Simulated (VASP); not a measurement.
Runs of VASP 6.6.1 on Nb. The structure is cubic, space group Im-3m (No. 229). The conventional cell has a = 3.272 Å, b = 3.272 Å, c = 3.272 Å, α = 90.00°, β = 90.00°, γ = 90.00°. Nb (site symmetry m-3m) has 14 Nb at 2.83 to 3.27 Å within 3.7 Å. 

| level | potentials or basis | cutoff (eV) | gap on the mesh (eV) | pressure (GPa) |
| --- | --- | --- | --- | --- |
| PBEsol | VASP PAW PBE potentials, release 64 (Nb_sv) | 520 | none | (a) |
| r2SCAN | VASP PAW PBE potentials, release 64 (Nb_sv) | 520 | none | 4.4 |
| LDA | VASP PAW LDA potentials, release 64 (Nb_sv) | 500 | none | -4.8 |
| PBE | VASP PAW PBE potentials, release 64 (Nb_sv) | 500 | none | 5.4 |

Alike in all rows: task single point; no spin polarisation; cell as given; k mesh 13 × 13 × 13; smearing fermi-dirac 0.05 eV.

Q: Fill in the values left out.

A: (a) -0.9.

Caveats: the PAW data sets were made with another functional, which shifts forces and pressure a little (some runs).

A k mesh can miss the band edges, and the runs leave out spin-orbit coupling on Nb.

A gap of «none» marks levels without a gap at the run's occupations.
